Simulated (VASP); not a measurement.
Here is a VASP 6.6.1 calculation.

File INCAR:

```
  PREC = Accurate
  ENCUT = 520
  EDIFF = 1E-8
  ISMEAR = 0
  SIGMA = 0.01
  LREAL = False
  LASPH = True
  NELM = 80
  ALGO = Normal
  ISIF = 2
  LWAVE = False
  LCHARG = False
  GGA = RP
  IBRION = 8
  NSW = 1
  LEPSILON = True
```

The input KPOINTS:

```
regular mesh
0
Gamma
  8 8 8
```

The input POSCAR:

```
CdS
1.0
    0.0000000000      3.0035994480      3.0035994480
    3.0035994480      0.0000000000      3.0035994480
    3.0035994480      3.0035994480      0.0000000000
Cd S
1 1
Direct
    0.0000000000      0.0000000000      0.0000000000
    0.7500000000      0.7500000000      0.7500000000
```

Potentials or basis: VASP PAW PBE potentials, release 64 (Cd, S).

Run with:

```sh
$ cat potpaw_PBE.64/Cd/POTCAR potpaw_PBE.64/S/POTCAR > POTCAR
$ mpirun -np 1 vasp_std > vasp.out
```

Task: Estimate the electronic dielectric tensor (diagonal).

Result: 6.31.

Task: Estimate the Born charges (mean of the diagonal).

Result: Cd +2.30; S -2.30 e.

Task: What does it give for the highest phonon frequency at Γ, LO-TO splitting left out?

Result: 204 cm⁻¹.

Phonon frequencies in cm⁻¹ (negative: imaginary):
```
              q point        frequencies
(0.000, 0.000, 0.000)  0 0 0 204 204 204
```
